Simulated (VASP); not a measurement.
ZnAu: single point with PBE

Crystal: ZnAu.

```
Zn Au
1.0
     3.14700    0.00000    0.00000
     0.00000    3.14700    0.00000
     0.00000    0.00000    3.14700
Zn Au
1 1
Direct
  0.50000 0.50000 0.50000
  0.00000 0.00000 0.00000
```

```
Program             : VASP 6.6.1
Task                : single point
Functional          : PBE
Potentials or basis : VASP PAW PBE potentials, release 64 (Zn, Au)
Cutoff              : 520 eV
k mesh              : 6 × 6 × 6
Occupations         : fermi-dirac, width 0.05 eV
Spin                : no spin polarisation
```

```json
{
  "Pressure": "5.2 GPa"
}
```

Levels at points of the mesh, in eV from the Fermi level:
```tsv
k point	band 7	band 8	band 9	band 10	band 11	band 12	band 13	band 14	band 15	band 16
(0.00, 0.00, 0.00)	-5.55	-5.55	-3.87	-3.87	-3.87	4.89	4.89	4.89	8.74	12.02
(0.50, 0.00, 0.00)	-5.92	-5.56	-5.05	-5.05	-4.03	-2.51	10.32	11.03	11.03	11.10
(0.50, 0.50, 0.00)	-5.18	-4.21	-4.21	-3.29	-2.09	-2.09	0.72	2.38	10.30	12.58
(0.50, 0.50, 0.50)	-6.56	-6.56	-3.24	-3.24	1.30	3.47	3.65	3.65	3.65	5.78
```

Wall time 6.9 s on 1 thread of Intel(R) Xeon(R) Platinum 8259CL CPU @ 2.50GHz (Skylake/Cascade Lake), on a shared host, peak memory 0.14 GiB.

Caveat: spin-orbit coupling is left out, which moves the levels of the heavy elements.
